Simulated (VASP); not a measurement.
Wanted: the native input for a VASP 6.6.1 run.

```yaml
Task: single point
Functional: PBEsol
Potentials_or_basis: VASP PAW PBE potentials, release 64 (Zn)
Cutoff: 520 eV
k_mesh: 12 × 12 × 12
Occupations: fermi-dirac, width 0.05 eV
Spin: no spin polarisation
Dipole_correction: no
Further_INCAR_settings: ALGO = Normal; EDIFF = 1e-06; NBANDS = 12
```

The structure of Zn lies in POSCAR:

```
Zn
1.0
    0.0000000000      1.7936383750      1.7936383750
    1.7936383750      0.0000000000      1.7936383750
    1.7936383750      1.7936383750      0.0000000000
Zn
1
Direct
    0.0000000000      0.0000000000      0.0000000000
```

One way to write it, as run:

INCAR

```
PREC = Accurate
ENCUT = 520
EDIFF = 1E-6
ISMEAR = -1
SIGMA = 0.05
LREAL = False
LASPH = True
NELM = 60
ALGO = Normal
ISIF = 2
LWAVE = False
LCHARG = False
GGA = PS
NBANDS = 12
```

KPOINTS

```
regular mesh
0
Gamma
  12 12 12
```

Potentials or basis: VASP PAW PBE potentials, release 64 (Zn).

Run with:

```bash
$ cat potpaw_PBE.64/Zn/POTCAR > POTCAR
$ mpirun -np 1 vasp_std > vasp.out
```

Results of the run:

```json
{"Pressure": "30.9 GPa", "Band gap on the k mesh": "zero (band 6 reaches 7.61 eV, above the bottom of band 7 at 4.32 eV)"}
```

Caveat: the PAW data sets were made with another functional, which shifts forces and pressure a little.

It took 4 s on 1 thread of Intel(R) Xeon(R) 6975P-C (Granite Rapids), with other jobs on the host, peak memory 0.12 GiB.
